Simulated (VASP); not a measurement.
Here is a VASP 6.6.1 calculation.

The input INCAR:

```
  PREC = Accurate
  ENCUT = 520
  EDIFF = 1E-6
  ISMEAR = 0
  SIGMA = 0.02
  LREAL = Auto
  LASPH = True
  NELM = 100
  ALGO = Normal
  ISIF = 2
  LWAVE = False
  LCHARG = False
  GGA = PE
  IVDW = 12
  NELECT = 128.0
  NBANDS = 86
```

KPOINTS

```
Automatic mesh
0
Gamma
  2 2 2
  0.5 0.5 0.5
```

Contents of POSCAR:

```
B16HN16
1.0
   -5.0122276282      2.8938109704      3.2948837601
    0.0000000000     -5.7876219408      3.2948837600
    5.0122276282      2.8938109704      3.2948837601
B N H
16 16 1
Direct
    0.2475795025      0.7509945692      0.9947428277
    0.5010755836      0.5026377663      0.9976838814
    0.7494821517      0.2491878336      0.9947889403
    0.9976246170      0.7509918182      0.2446904070
    0.9967696188      0.9983300561      0.9938843249
    0.2511923125      0.5133737295      0.2483070236
    0.5118478103      0.2527949752      0.2483396349
    0.7536381740      0.7552010124      0.4994954886
    0.7494540052      0.9992103871      0.2447120605
    1.0005608997      0.5026284564      0.4981811472
    0.2512216791      0.2527921136      0.5089535398
    0.5023830391      0.7552061531      0.7507589815
    0.5010512951      1.0021196760      0.4981666234
    0.7536651934      0.5039710577      0.7507805072
    0.9976714704      0.2491851669      0.7465936263
    0.2475992063      0.9992118870      0.7465692765
    0.5833541167      0.0842392645      0.3298132813
    0.8325707667      0.8341331349      0.3294169317
    0.0826530607      0.5848967317      0.3297955297
    0.3327021382      0.0842429869      0.5804709460
    0.3637042991      0.3652752059      0.3608213769
    0.5844128345      0.8359723195      0.5815295247
    0.8344262293      0.5859982107      0.5815505896
    0.0808015166      0.0823640292      0.8282144354
    0.0826950803      0.3342889941      0.5804955429
    0.3323041134      0.8341357965      0.8296881331
    0.5844484781      0.5860126980      0.8315545352
    0.8311010996      0.0823665609      0.0779184858
    0.8326216868      0.3339152800      0.8297360081
    0.0807653049      0.8326222457      0.0778794031
    0.3326868290      0.5849007536      0.0797734287
    0.5833851452      0.3342928594      0.0798136826
    0.4695702114      0.4712247834      0.4666932989
```

Potentials or basis: VASP PAW PBE potentials, release 64 (B, N, H).

Run with:

```bash
$ cat potpaw_PBE.64/B/POTCAR potpaw_PBE.64/N/POTCAR potpaw_PBE.64/H/POTCAR > POTCAR
$ mpirun -np 1 vasp_std > vasp.out
```

(1) What does it give for the largest force?

(2) What does it give for the dispersion energy per atom?

Results:

(1) 0.030 eV/Å.

(2) -0.142 eV.

Caveat: the cell carries a net charge on a neutralising background, which shifts energy and pressure; the cell differs from its parent crystal (with an interstitial atom, then relaxed in part).
